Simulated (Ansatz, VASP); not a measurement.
# One calculation of Pt, two programs

```
Pt
1.0
     0.00000    1.97175    1.97175
     1.97175    0.00000    1.97175
     1.97175    1.97175    0.00000
Pt
1
Direct
  0.00000 0.00000 0.00000
```

Alike in both runs: functional r2SCAN; k mesh 24 × 24 × 24; occupations fermi-dirac, width 0.15 eV; no spin polarisation.

Ansatz relaxed the structure, and its values are those at the end. VASP's run is a single point on that final structure, the one shown.

|  | VASP | Ansatz |
| --- | --- | --- |
| version | VASP 6.6.1 | Ansatz 0.2.0 |
| potentials or method | VASP PAW PBE potentials, release 64 (Pt), cutoff 520 eV | scalar-relativistic, plane waves, PAW |
| valence electrons in the cell | 10 | 18 |

VASP gave:

```
gap on the k mesh at the Fermi level (eV) : none
pressure (GPa)                            : 0.7
```

Task: What did Ansatz give for the same quantities?

Result: gap on the k mesh at the Fermi level (eV): none; pressure (GPa): 0.0.

VASP's potentials were made for PBE, not for r2SCAN. A gap of «none» marks a metal or a gap that the smearing closes. VASP's potentials hold 10 valence electrons a cell and Ansatz's 18, so a difference there can come from the potentials and not from the codes.

Spin-orbit coupling is off throughout.
